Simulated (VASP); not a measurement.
Wanted: the native input for a VASP 6.6.1 run.

```yaml
Task: single point
Functional: r2SCAN
Potentials_or_basis: VASP PAW PBE potentials, release 64 (Ti_sv)
Cutoff: 520 eV
k_mesh: 20 × 20 × 20
Occupations: gaussian, width 0.15 eV
Spin: no spin polarisation
Dipole_correction: no
Further_INCAR_settings: ALGO = Normal; EDIFF = 1e-07; NBANDS = 12
```

Crystal: Ti.

```xyz
1
Lattice="0.0000 2.0604 2.0909 2.0604 0.0000 2.0909 2.0604 2.0604 0.0000" Properties=species:S:1:pos:R:3 pbc="T T T"
Ti    0.0000    0.0000    0.0000
```

This cell differs from its parent crystal: strain +0.015 along x and y, +0.030 along z.

The input as run:

POSCAR

```
Ti
1.0
    0.0000000000      2.0604500000      2.0909000000
    2.0604500000      0.0000000000      2.0909000000
    2.0604500000      2.0604500000      0.0000000000
Ti
1
Direct
    0.0000000000      0.0000000000      0.0000000000
```

INCAR.step1

```
PREC = Accurate ; ENCUT = 520
ISMEAR = 0 ; SIGMA = 0.15
LREAL = False ; LASPH = True
NELM = 60 ; NBANDS = 12
GGA = PE ; ALGO = Normal
EDIFF = 1E-4 ; LWAVE = True
LCHARG = False
```

INCAR.step2

```
PREC = Accurate ; ENCUT = 520
EDIFF = 1E-7 ; ISMEAR = 0
SIGMA = 0.15 ; LREAL = False
LASPH = True ; NELM = 60
ALGO = Normal ; ISIF = 2
LWAVE = False ; LCHARG = True
METAGGA = R2SCAN ; LMIXTAU = True
LELF = True ; LVHAR = True
NBANDS = 12 ; ISTART = 1
```

KPOINTS

```
regular mesh
0
Gamma
  20 20 20
```

Potentials or basis: VASP PAW PBE potentials, release 64 (Ti_sv).

Launch:

```bash
$ cat potpaw_PBE.64/Ti_sv/POTCAR > POTCAR
$ cp INCAR.step1 INCAR
$ mpirun -np 1 vasp_std > vasp.out
$ cp INCAR.step2 INCAR
$ mpirun -np 1 vasp_std > vasp.out
```

It gave:

| Quantity | Value |
| --- | --- |
| Pressure | -2.0 GPa |
| Band gap on the k mesh | zero (band 6 reaches 8.93 eV, above the bottom of band 7 at 7.55 eV) |

Caveat: the cell differs from its parent crystal (strain +0.015 along x and y, +0.030 along z); the PAW data sets were made with another functional, which shifts forces and pressure a little.

Wall time 2.9 min on 1 thread of Intel(R) Xeon(R) 6975P-C (Granite Rapids) (shared host), peak memory 0.26 GiB.
